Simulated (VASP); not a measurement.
Here is a VASP 6.6.1 calculation.

INCAR

```
ALGO = Normal
EDIFF = 1E-6
EDIFFG = -0.01
ENCUT = 600
GGA = RE
IBRION = 2
ISIF = 3
ISMEAR = -1
LASPH = True
LCHARG = False
LREAL = False
LWAVE = False
NELM = 60
NSW = 80
PREC = Accurate
SIGMA = 0.1
```

KPOINTS

```
k-points
0
Gamma
  10 10 10
```

POSCAR

```
Pb
1.0
    3.1996586799      0.0000000000      0.0000000000
    0.0000000000      3.1996586799      0.0000000000
    0.0000000000      0.0000000000      3.1996586799
Pb
1
Direct
    0.0000000000      0.0000000000      0.0000000000
```

Potentials or basis: VASP PAW PBE potentials, release 64 (Pb_d).

Command:

```bash
$ cat potpaw_PBE.64/Pb_d/POTCAR > POTCAR
$ mpirun -np 1 vasp_std > vasp.out
```

(1) Predict the relaxed volume.

(2) Estimate the space group after relaxing (to 0.05 Å).

Results:

(1) 35.34 Å³/atom.

(2) Pm-3m (No. 221).

Caveat: the PAW data sets were made with another functional, which shifts forces and pressure a little.
